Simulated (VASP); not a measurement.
## Ge3C3N8: single point with PBE

Ge3C3N8:

```
CELL_PARAMETERS angstrom
7.25866 0.00000 0.00000
-3.62933 6.28618 0.00000
0.00000 0.00000 2.79027
ATOMIC_POSITIONS crystal
Ge 0.23193 0.85044 0.50000
Ge 0.14956 0.38149 0.50000
Ge 0.61851 0.76807 0.50000
C 0.43492 0.25026 0.00000
C 0.81534 0.56508 0.00000
C 0.74974 0.18466 0.00000
N 0.33333 0.66667 0.50000
N 0.66667 0.33333 0.00000
N 0.95032 0.61052 0.50000
N 0.29102 0.02875 0.00000
N 0.73772 0.70898 0.00000
N 0.38948 0.33980 0.50000
N 0.97125 0.26228 0.00000
N 0.66020 0.04968 0.50000
```

- Program: VASP 6.6.1
- Task: single point
- Functional: PBE
- Potentials or basis: VASP PAW PBE potentials, release 64 (Ge_d, C, N)
- Cutoff: 520 eV
- k mesh: 6 × 6 × 8
- Occupations: fermi-dirac, width 0.02 eV
- Spin: no spin polarisation

| Quantity | Value |
| --- | --- |
| Pressure | -0.4 GPa |
| Largest force | 0.119 eV/Å |
| Band gap on the k mesh | 1.69 eV (least direct gap 1.73 eV) |

Forces on the atoms (eV/Å):
```
Ge   0.005  0.030  0.000
Ge  -0.029 -0.011  0.000
Ge   0.024 -0.019  0.000
C   -0.022  0.035  0.000
C    0.042  0.002  0.000
C   -0.019 -0.037  0.000
N    0.000  0.000  0.000
N    0.000  0.000  0.000
N    0.005  0.021  0.000
N    0.013 -0.118  0.000
N   -0.109  0.048  0.000
N   -0.021 -0.006  0.000
N    0.096  0.070  0.000
N    0.016 -0.015  0.000
```

Stress tensor (GPa, compression positive):
```
-0.30  0.00  0.00
 0.00 -0.30  0.00
 0.00  0.00 -0.48
```

Levels at points of the mesh, in eV from the valence-band top:
| k point | band 43 | band 44 | band 45 | band 46 | band 47 | band 48 | band 49 | band 50 | band 51 | band 52 |
| --- | --- | --- | --- | --- | --- | --- | --- | --- | --- | --- |
| (0.00, 0.00, 0.00) | -0.77 | -0.77 | -0.44 | -0.31 | -0.04 | 1.69 | 2.01 | 2.01 | 3.69 | 4.58 |
| (0.50, 0.00, 0.00) | -1.50 | -1.32 | -0.32 | -0.29 | -0.01 | 1.99 | 2.09 | 2.23 | 4.37 | 4.52 |
| (0.00, 0.00, 0.50) | -1.60 | -1.60 | -1.51 | -1.51 | -1.25 | 3.14 | 3.14 | 4.74 | 4.74 | 5.21 |
| (0.50, 0.00, 0.50) | -1.77 | -1.74 | -1.40 | -1.38 | -0.72 | 2.97 | 3.71 | 4.07 | 4.45 | 5.16 |

Run time: 4.1 min on 1 thread of Intel(R) Xeon(R) 6975P-C (Granite Rapids), on a shared host, peak memory 0.38 GiB.

A k mesh can miss the band edges.
